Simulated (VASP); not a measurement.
# Lu (Fm-3m) in VASP: notebook, part 2 of 2

VASP 6.6.1. The steps go on from the part before.

## Step 3: Single point, PBE

This run uses another cell than the first one, of 18.72 Å³/atom.

Contents of INCAR:

```
  ALGO = Normal
  EDIFF = 1E-6
  ENCUT = 600
  GGA = PE
  GGA_COMPAT = F
  ISIF = 2
  ISMEAR = -1
  LASPH = T
  LCHARG = T
  LELF = T
  LREAL = F
  LVHAR = T
  LWAVE = F
  NBANDS = 18
  NELM = 120
  PREC = Accurate
  SIGMA = 0.05
```

Contents of KPOINTS:

```
k-points
0
Gamma
  16 16 16
```

Contents of POSCAR:

```
Lu
1.0
    0.0000000000      2.1075938165      2.1075938165
    2.1075938165      0.0000000000      2.1075938165
    2.1075938165      2.1075938165      0.0000000000
Lu
1
Direct
    0.0000000000      0.0000000000      0.0000000000
```

Potentials or basis: VASP PAW PBE potentials, release 64 (Lu).

On the command line:

```sh
$ cat potpaw_PBE.64/Lu/POTCAR > POTCAR
$ mpirun -np 1 vasp_std > vasp.out
```

OUTCAR:

```text
EDIFF = 1E-6
   ENCUT = 600
   GGA = PE
   ISIF = 2
   ISMEAR = -1
   LASPH = T
   LREAL = F
   NELM = 120
   PREC = Accurate

 ion  position               nearest neighbor table
   1  0.000  0.000  0.000-

  LATTYP: Found a face centered cubic cell.
 ALAT       =     4.2151876330

  Lattice vectors:

 A1 = (   0.0000000000,   2.1075938165,   2.1075938165)
 A2 = (   2.1075938165,   0.0000000000,   2.1075938165)
 A3 = (   2.1075938165,   2.1075938165,   0.0000000000)

Analysis of symmetry for initial positions (statically):
=====================================================================
 Subroutine PRICEL returns:
 Original cell was already a primitive cell.

 Routine SETGRP: Setting up the symmetry group for a
 face centered cubic supercell.

 Subroutine GETGRP returns: Found 48 space group operations
 (whereof 48 operations were pure point group operations)
 out of a pool of 48 trial point group operations.

The static configuration has the point symmetry O_h .

Analysis of symmetry for dynamics (positions and initial velocities):
=====================================================================
 Subroutine PRICEL returns:
 Original cell was already a primitive cell.

 Routine SETGRP: Setting up the symmetry group for a
 face centered cubic supercell.

 Subroutine GETGRP returns: Found 48 space group operations
 (whereof 48 operations were pure point group operations)
 out of a pool of 48 trial point group operations.

The dynamic configuration has the point symmetry O_h .

 Subroutine INISYM returns: Found 48 space group operations
 (whereof 48 operations are pure point group operations),
 and found     1 'primitive' translations

----------------------------------------------------------------------------------------

                                     Primitive cell

  volume of cell :      18.7237

  direct lattice vectors                    reciprocal lattice vectors
[... 101 lines left out ...]
   EFERMI_NEDOS =   21; number of points for ismear=-14 and -15
   IALGO  =     38    algorithm
   IMIX   =      4    mixing-type and parameters
     AMIX     =   0.40;   BMIX     =  1.00
     AMIX_MAG =   1.60;   BMIX_MAG =  1.00
  volume/ion in A,a.u.               =      18.72       126.35
  Fermi-wavevector in a.u.,A,eV,Ry     =   1.802705  3.406618 44.215454  3.249744
  Thomas-Fermi vector in A             =   2.862966
   LORBIT       =      0    0 simple, 1 ext, 2 COOP (PROOUT), +10 PAW based schemes
   GGA     = PE    functional components
   LHFCALC =     F    Hartree Fock is set to
   AEXX    =    0.0000 exact exchange contribution
   IVDW    =     0    specifies the selected vdW correction
   LEPSILON=     F    determine dielectric tensor
   LRPA    =     F    only Hartree local field effects (RPA)
 non-spin polarized calculation
  energy-cutoff  :      600.00
  volume of cell :       18.72
 maximum number of plane-waves:       638
   NGX = 11   NGY = 11   NGZ = 11

 number of electron      24.9999998 magnetization

 Free energy of the ion-electron system (eV)
  ---------------------------------------------------
  ext. energy  EPLUGINS =         0.00000000
  ---------------------------------------------------
  free energy    TOTEN  =        -3.54399923 eV

  energy without entropy =       -3.53708831  energy(sigma->0) =       -3.54054377

 E-fermi :   4.1585     XC(G=0): -13.0227

 val. band max:        4.1508791472   @ k =  -0.3750   0.3750   0.1875
 cond. band min:       4.1681892237   @ k =   0.3125   0.1875   0.0000
 fundamental gap:      0.0173100765
 Fermi energy:         4.1584989365

 k-point     1 :       0.0000    0.0000    0.0000
  band No.  band energies     occupation
      1     -51.4268      2.00000
      2     -21.2253      2.00000
      3     -21.2253      2.00000
      4     -21.2253      2.00000
      5      -2.7721      2.00000
      6      -0.5507      2.00000
[... 481 lines left out ...]
      5      -2.2814      2.00000
      6      -0.5386      2.00000
[... 10 lines left out ...]
     17      10.6521      0.00000
     18      17.6749      0.00000

 [... further k-points ...]

------------------------ aborting loop because EDIFF is reached ----------------------------------------

  FORCE on cell =-STRESS in cart. coord.  units (eV):
  Direction    XX          YY          ZZ          XY          YZ          ZX
  --------------------------------------------------------------------------------------
  -------------------------------------------------------------------------------------
  Total        4.7710373      4.7710373      4.7710373      0.0000000      0.0000000      0.0000000
  in kB      408.2560702    408.2560702    408.2560702      0.0000000      0.0000000      0.0000000
  external PRESSURE =     408.2560702 kB  Pullay stress =       0.0000000 kB

 VOLUME and BASIS-vectors are now :
 -----------------------------------------------------------------------------
  energy-cutoff  :      600.00
  volume of cell :       18.72
      direct lattice vectors                 reciprocal lattice vectors
     0.000000000  2.107593817  2.107593817    -0.237237363  0.237237363  0.237237363
     2.107593817  0.000000000  2.107593817     0.237237363 -0.237237363  0.237237363
     2.107593817  2.107593817  0.000000000     0.237237363  0.237237363 -0.237237363

 POSITION                                       TOTAL-FORCE (eV/Angst)
 -----------------------------------------------------------------------------------
      0.00000      0.00000      0.00000         0.000000      0.000000      0.000000
 -----------------------------------------------------------------------------------
    total drift:                               -0.000000      0.000000     -0.000000

  FREE ENERGIE OF THE ION-ELECTRON SYSTEM (eV)
  ---------------------------------------------------
  free  energy   TOTEN  =        -3.5439992333 eV

  energy  without entropy=       -3.5370883121  energy(sigma->0) =       -3.54054377
```

OSZICAR:

```text
N       E                     dE             d eps       ncg     rms          rms(c)
DAV:   1     0.781914552788E+02    0.78191E+02   -0.10704E+04  6510   0.504E+03
DAV:   2     0.204191358635E+01   -0.76150E+02   -0.73955E+02  5310   0.368E+02
DAV:   3    -0.353250770928E+01   -0.55744E+01   -0.55275E+01  5652   0.768E+01
DAV:   4    -0.372763686641E+01   -0.19513E+00   -0.19425E+00  6798   0.121E+01
DAV:   5    -0.373353771061E+01   -0.59008E-02   -0.58978E-02  6132   0.182E+00    0.355E+00
DAV:   6    -0.354574294400E+01    0.18779E+00   -0.91764E-01  8660   0.284E+01    0.136E+00
DAV:   7    -0.353997312554E+01    0.57698E-02   -0.40024E-02  7334   0.321E+00    0.541E-01
DAV:   8    -0.354237095949E+01   -0.23978E-02   -0.11395E-02  8422   0.728E-01    0.233E-01
DAV:   9    -0.354400884707E+01   -0.16379E-02   -0.37739E-03  7176   0.469E-01    0.552E-02
DAV:  10    -0.354400402238E+01    0.48247E-05   -0.40213E-04  8220   0.331E-01    0.117E-02
DAV:  11    -0.354399968604E+01    0.43363E-05   -0.22464E-05  7400   0.574E-02    0.463E-03
DAV:  12    -0.354399923328E+01    0.45276E-06   -0.92391E-07  4522   0.759E-03
   1 F= -.35439992E+01 E0= -.35405438E+01  d E =-.691092E-02
```

stdout:

```text
POSCAR found type information on POSCAR Lu
 POSCAR found :  1 types and       1 ions
 scaLAPACK will be used
 LDA part: xc-table for (Slater+PW92), standard interpolation
 POSCAR, INCAR and KPOINTS ok, starting setup
 FFT: planning ... GRIDC
 FFT: planning ... GRID_SOFT
 FFT: planning ... GRID
 WAVECAR not read
 entering main loop
```

Wall time 17 s (1 thread of Intel Xeon 6975P-C (Granite Rapids), shared host); peak memory 0.2 GiB.

What came out:

```yaml
Free_energy: -3.5440 eV
Pressure: 40.8 GPa
Band_gap_on_the_k_mesh: zero (an odd number of electrons rules out a gap without spin polarisation)
```

Levels at points of the mesh, in eV from the Fermi level:
| k point | band 9 | band 10 | band 11 | band 12 | band 13 | band 14 | band 15 | band 16 |
| --- | --- | --- | --- | --- | --- | --- | --- | --- |
| (0.00, 0.00, 0.00) | -4.54 | -4.32 | -4.32 | -4.32 | 2.65 | 2.65 | 2.65 | 6.54 |
| (0.50, 0.00, 0.00) | -4.37 | -4.37 | -4.31 | -3.37 | 2.25 | 2.25 | 2.51 | 9.54 |
| (0.50, 0.50, 0.00) | -4.40 | -4.40 | -4.39 | -3.47 | -2.07 | 5.05 | 9.61 | 10.49 |

Caveat: the cell stands under pressure; spin-orbit coupling is left out, which moves the levels of the heavy elements.
